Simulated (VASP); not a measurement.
# AlGa2As3 (I-4m2) in VASP: single point with PBE

Aim: the single point of AlGa2As3 with PBE.

Everything below comes from runs of VASP 6.6.1. Logs are shortened: lines on timing, memory, paths and dates and some standing lists are left out, and cuts for length are marked.

## Step 1: The cell of the first run

The structure is tetragonal, space group I-4m2 (No. 119). The conventional cell has a = 4.059 Å, b = 4.059 Å, c = 17.215 Å, α = 90.00°, β = 90.00°, γ = 90.00°. Al (site symmetry -4m2) has 4 As at 2.48 Å within 3.3 Å. Ga (site symmetry 2mm) has 4 As at 2.49 Å within 3.3 Å. As (site symmetry -4m2) has 4 Ga at 2.49 Å within 3.3 Å. As (site symmetry 2mm) has 2 Al at 2.48 Å and 2 Ga at 2.49 Å within 3.3 Å.

## Step 2: Single point, PBE

INCAR reads:

```
PREC     = Accurate       # precision mode
ENCUT    = 520            # plane-wave cutoff, eV
EDIFF    = 1E-6           # SCF threshold, eV
ISMEAR   = 0              # smearing method
SIGMA    = 0.02           # smearing width, eV
LREAL    = F              # projectors in reciprocal space
LASPH    = T              # aspherical terms in the spheres
NELM     = 100            # most SCF steps
ALGO     = Normal         # electronic algorithm
ISIF     = 2              # what is computed and relaxed
LWAVE    = F              # write WAVECAR
LCHARG   = F              # write CHGCAR
GGA      = PE             # functional
NBANDS   = 31             # bands
```

KPOINTS reads:

```
Automatic mesh
0
Gamma
  10 10 10
```

POSCAR reads:

```
AlGa2As3
1.0
   -2.0296949000      2.0296949000      8.6074887000
    2.0296949000     -2.0296949000      8.6074887000
    2.0296949000      2.0296949000     -8.6074887000
Al Ga As
1 2 3
Direct
    0.0000000000      0.0000000000      0.0000000000
    0.6665590000      0.6665590000      0.0000000000
    0.3334410000      0.3334410000      0.0000000000
    0.2500000000      0.7500000000      0.5000000000
    0.9172480000      0.4172480000      0.5000000000
    0.5827520000      0.0827520000      0.5000000000
```

Potentials or basis: VASP PAW PBE potentials, release 64 (Al, Ga_d, As).

Command:

```sh
> cat potpaw_PBE.64/Al/POTCAR potpaw_PBE.64/Ga_d/POTCAR potpaw_PBE.64/As/POTCAR > POTCAR
> mpirun -np 1 vasp_std > vasp.out
```

OUTCAR:

```text
PREC = Accurate
   ENCUT = 520
   EDIFF = 1E-6
   ISMEAR = 0
   LREAL = F
   LASPH = T
   NELM = 100
   ISIF = 2
   GGA = PE

 ion  position               nearest neighbor table
   1  0.000  0.000  0.000-   6 2.48   5 2.48   6 2.48   5 2.48
   2  0.667  0.667  0.000-   4 2.49   4 2.49   6 2.49   6 2.49
   3  0.333  0.333  0.000-   4 2.49   4 2.49   5 2.49   5 2.49
   4  0.250  0.750  0.500-   3 2.49   2 2.49   3 2.49   2 2.49
   5  0.917  0.417  0.500-   1 2.48   1 2.48   3 2.49   3 2.49
   6  0.583  0.083  0.500-   1 2.48   1 2.48   2 2.49   2 2.49

  LATTYP: Found a body centered tetragonal cell.
 ALAT       =     4.0593898000
 C/A-ratio  =     4.2407795871

  Lattice vectors:

 A1 = (  -2.0296949000,   2.0296949000,   8.6074887000)
 A2 = (   2.0296949000,  -2.0296949000,   8.6074887000)
 A3 = (   2.0296949000,   2.0296949000,  -8.6074887000)

Analysis of symmetry for initial positions (statically):
=====================================================================
 Subroutine PRICEL returns:
 Original cell was already a primitive cell.

 Routine SETGRP: Setting up the symmetry group for a
 body centered tetragonal supercell.

 Subroutine GETGRP returns: Found  8 space group operations
 (whereof  8 operations were pure point group operations)
 out of a pool of 16 trial point group operations.

The static configuration has the point symmetry D_2d.

Analysis of symmetry for dynamics (positions and initial velocities):
=====================================================================
 Subroutine PRICEL returns:
 Original cell was already a primitive cell.

 Routine SETGRP: Setting up the symmetry group for a
 body centered tetragonal supercell.

 Subroutine GETGRP returns: Found  8 space group operations
 (whereof  8 operations were pure point group operations)
 out of a pool of 16 trial point group operations.

The dynamic configuration has the point symmetry D_2d.

 Subroutine INISYM returns: Found  8 space group operations
 (whereof  8 operations are pure point group operations),
 and found     1 'primitive' translations

----------------------------------------------------------------------------------------

                                     Primitive cell

  volume of cell :     141.8398

  direct lattice vectors                    reciprocal lattice vectors
    -2.029694900  2.029694900  8.607488700     0.000000000  0.246342443  0.058088952
     2.029694900 -2.029694900  8.607488700     0.246342443  0.000000000  0.058088952
     2.029694900  2.029694900 -8.607488700     0.246342443  0.246342443  0.000000000

  length of vectors
     9.073488000  9.073488000  9.073488000     0.253098648  0.253098648  0.348380824

  position of ions in fractional coordinates (direct lattice)
     0.000000000  0.000000000  0.000000000
     0.666559000  0.666559000  0.000000000
     0.333441000  0.333441000  0.000000000
     0.250000000  0.750000000  0.500000000
     0.917248000  0.417248000  0.500000000
     0.582752000  0.082752000  0.500000000

  ion indices of the primitive-cell ions
   primitive index   ion index
                 1           1
                 2           2
                 3           3
                 4           4
                 5           5
                 6           6

----------------------------------------------------------------------------------------

 KPOINTS: Automatic mesh

Automatic generation of k-mesh.
 Grid dimensions read from file:
 generate k-points for:   10   10   10

 Generating k-lattice:

  Cartesian coordinates                     Fractional coordinates (reciprocal lattice)
     0.000000000  0.024634244  0.005808895     0.100000000  0.000000000 -0.000000000
     0.024634244  0.000000000  0.005808895     0.000000000  0.100000000 -0.000000000
     0.024634244  0.024634244  0.000000000     0.000000000  0.000000000  0.100000000

  Length of vectors
     0.025309865  0.025309865  0.034838082

  Shift w.r.t. Gamma in fractional coordinates (k-lattice)
     0.000000000  0.000000000  0.000000000

 Subroutine IBZKPT returns following result:
 ===========================================

 Found    102 irreducible k-points:

 Following reciprocal coordinates:
            Coordinates               Weight
  0.000000  0.000000  0.000000      1.000000
  0.100000 -0.000000  0.000000      8.000000
  0.200000 -0.000000  0.000000      8.000000
  0.300000 -0.000000  0.000000      8.000000
  0.400000 -0.000000  0.000000      8.000000
  0.500000  0.000000  0.000000      4.000000
[... 16 lines left out ...]
  0.300000  0.300000  0.000000      8.000000
  0.400000  0.300000  0.000000     16.000000
 [... further k-points ...]
   k-points           NKPTS =    102   k-points in BZ     NKDIM =    102   number of bands    NBANDS=     31
   number of dos      NEDOS =    301   number of ions     NIONS =      6
   total plane-waves  NPLWV = 343000
   dimension x,y,z NGX =    70 NGY =   70 NGZ =   70
   dimension x,y,z NGXF=   140 NGYF=  140 NGZF=  140
   ions per type =               1   2   3
   NGX,Y,Z   is equivalent  to a cutoff of  12.83, 12.83, 12.83 a.u.
   NGXF,Y,Z  is equivalent  to a cutoff of  25.65, 25.65, 25.65 a.u.
 SYSTEM =  unknown system
   PREC   = accura    normal or accurate (medium, high low for compatibility)
   ISTART =      0    job   : 0-new  1-cont  2-samecut
   ICHARG =      2    charge: 1-file 2-atom 10-const
   ISPIN  =      1    spin polarized calculation?
   LNONCOLLINEAR =      F non collinear calculations
   LSORBIT =      F    spin-orbit coupling
   LASPH  =      T    aspherical Exc in radial PAW
   ENCUT  =  520.0 eV  38.22 Ry    6.18 a.u.  16.87 16.87 16.87*2*pi/ulx,y,z
   NELM   =    100;   NELMIN=  2; NELMDL= -5     # of ELM steps
   EDIFF  = 0.1E-05   stopping-criterion for ELM
   LREAL  =      F    real-space projection
   EDIFFG = 0.1E-04   stopping-criterion for IOM
   NSW    =      0    number of steps for IOM
   IBRION =     -1    ionic relax: 0-MD 1-quasi-New 2-CG
   NFREE  =      0    steps in history (QN), initial steepest desc. (CG)
   ISIF   =      2    stress and relaxation
   ISYM   =      2    0-nonsym 1-usesym 2-fastsym
   POTIM  = 0.5000    time-step for ionic-motion
   TEBEG  =    0.0;   TEEND  =   0.0 temperature during run
   PSTRESS=    0.0 pullay stress
   NELECT =      44.0000    total number of electrons
   NUPDOWN=      -1.0000    fix difference up-down
   EMIN   =  10.00;   EMAX   =-10.00  energy-range for DOS
   EFERMI =   0.00;   METHOD = LEGACY
   ISMEAR =     0;   SIGMA  =   0.02  broadening in eV -4-tet -1-fermi 0-gaus
   EFERMI_NEDOS =   21; number of points for ismear=-14 and -15
   IALGO  =     38    algorithm
   IMIX   =      4    mixing-type and parameters
     AMIX     =   0.40;   BMIX     =  1.00
     AMIX_MAG =   1.60;   BMIX_MAG =  1.00
  volume/ion in A,a.u.               =      23.64       159.53
  Fermi-wavevector in a.u.,A,eV,Ry     =   1.108221  2.094234 16.710048  1.228154
  Thomas-Fermi vector in A             =   2.244745
   LORBIT       =      0    0 simple, 1 ext, 2 COOP (PROOUT), +10 PAW based schemes
   GGA     = PE    functional components
   LHFCALC =     F    Hartree Fock is set to
   AEXX    =    0.0000 exact exchange contribution
   IVDW    =     0    specifies the selected vdW correction
   LEPSILON=     F    determine dielectric tensor
   LRPA    =     F    only Hartree local field effects (RPA)
 non-spin polarized calculation
 Gauss-broadening in eV      SIGMA  =   0.02
  energy-cutoff  :      520.00
  volume of cell :      141.84
 maximum number of plane-waves:      3872
 NGX is ok and might be reduce to    70
   NGX = 33   NGY = 33   NGZ = 33

 number of electron      44.0000007 magnetization

 Free energy of the ion-electron system (eV)
  ---------------------------------------------------
  ext. energy  EPLUGINS =         0.00000000
  ---------------------------------------------------
  free energy    TOTEN  =       -25.92593344 eV

  energy without entropy =      -25.92593344  energy(sigma->0) =      -25.92593344

 E-fermi :   3.6594     XC(G=0):  -9.2175

 val. band max:        3.5213733990   @ k =   0.0000   0.0000   0.0000
 cond. band min:       4.1644310017   @ k =   0.0000   0.0000   0.0000
 fundamental gap:      0.6430576027
 Fermi energy:         3.6594432096

 k-point     1 :       0.0000    0.0000    0.0000
  band No.  band energies     occupation
      1     -11.1557      2.00000
      2     -11.1071      2.00000
      3     -11.0731      2.00000
      4     -11.0731      2.00000
      5     -11.0525      2.00000
      6     -11.0525      2.00000
[... 23 lines left out ...]
     30       7.4019      0.00000
     31      11.2165      0.00000

 k-point     2 :       0.1000   -0.0000    0.0000
  band No.  band energies     occupation
      1     -11.1542      2.00000
      2     -11.1060      2.00000
      3     -11.0767      2.00000
      4     -11.0726      2.00000
      5     -11.0547      2.00000
      6     -11.0530      2.00000
[... 23 lines left out ...]
     30       7.7072      0.00000
     31      10.1510      0.00000

 k-point     3 :       0.2000   -0.0000    0.0000
  band No.  band energies     occupation
      1     -11.1509      2.00000
      2     -11.1044      2.00000
      3     -11.0851      2.00000
      4     -11.0711      2.00000
      5     -11.0593      2.00000
      6     -11.0546      2.00000
[... 23 lines left out ...]
     30       8.5037      0.00000
     31       9.1975      0.00000

 k-point     4 :       0.3000   -0.0000    0.0000
  band No.  band energies     occupation
      1     -11.1480      2.00000
      2     -11.1073      2.00000
      3     -11.0910      2.00000
      4     -11.0688      2.00000
      5     -11.0631      2.00000
      6     -11.0569      2.00000
[... 635 lines left out ...]
     30       8.5933      0.00000
     31       9.2730      0.00000

 k-point    23 :       0.3000    0.3000    0.0000
  band No.  band energies     occupation
      1     -11.1556      2.00000
      2     -11.1074      2.00000
      3     -11.1015      2.00000
      4     -11.0575      2.00000
      5     -11.0566      2.00000
      6     -11.0540      2.00000
[... 23 lines left out ...]
     30       9.3409      0.00000
     31       9.7214      0.00000

 k-point    24 :       0.4000    0.3000    0.0000
  band No.  band energies     occupation
      1     -11.1603      2.00000
      2     -11.1126      2.00000
      3     -11.1010      2.00000
      4     -11.0544      2.00000
      5     -11.0529      2.00000
      6     -11.0516      2.00000
[... 23 lines left out ...]
     30       9.5712      0.00000
     31      10.2239      0.00000

 [... further k-points ...]
[... 5 lines left out ...]
  --------------------------------------------------------------------------------------
  -------------------------------------------------------------------------------------
  Total        0.1554382      0.1554382      0.1264264      0.0000000      0.0000000      0.0000000
  in kB        1.7557807      1.7557807      1.4280734      0.0000000      0.0000000      0.0000000
  external PRESSURE =       1.6465449 kB  Pullay stress =       0.0000000 kB

 VOLUME and BASIS-vectors are now :
 -----------------------------------------------------------------------------
  energy-cutoff  :      520.00
  volume of cell :      141.84
      direct lattice vectors                 reciprocal lattice vectors
    -2.029694900  2.029694900  8.607488700     0.000000000  0.246342443  0.058088952
     2.029694900 -2.029694900  8.607488700     0.246342443  0.000000000  0.058088952
     2.029694900  2.029694900 -8.607488700     0.246342443  0.246342443  0.000000000

 POSITION                                       TOTAL-FORCE (eV/Angst)
 -----------------------------------------------------------------------------------
      0.00000      0.00000      0.00000        -0.000000      0.000000      0.000000
      0.00000      0.00000     11.47480         0.000000     -0.000000      0.000724
      0.00000      0.00000      5.74018         0.000000     -0.000000     -0.000724
      2.02969      0.00000      4.30374        -0.000000      0.000000      0.000000
      0.00000      2.02969      7.18291        -0.000000      0.000000      0.001174
      0.00000      2.02969      1.42457         0.000000      0.000000     -0.001174
 -----------------------------------------------------------------------------------
    total drift:                                0.000001     -0.000001     -0.000000

  FREE ENERGIE OF THE ION-ELECTRON SYSTEM (eV)
  ---------------------------------------------------
  free  energy   TOTEN  =       -25.9259334382 eV

  energy  without entropy=      -25.9259334382  energy(sigma->0) =      -25.92593344
```

Wall time 30 min (1 thread of AMD EPYC 7R13 (Zen 3), shared host); peak memory 0.9 GiB.

Results:

* Free energy: -25.9259 eV
* Pressure: 0.2 GPa
* Band gap on the k mesh: 0.64 eV, direct
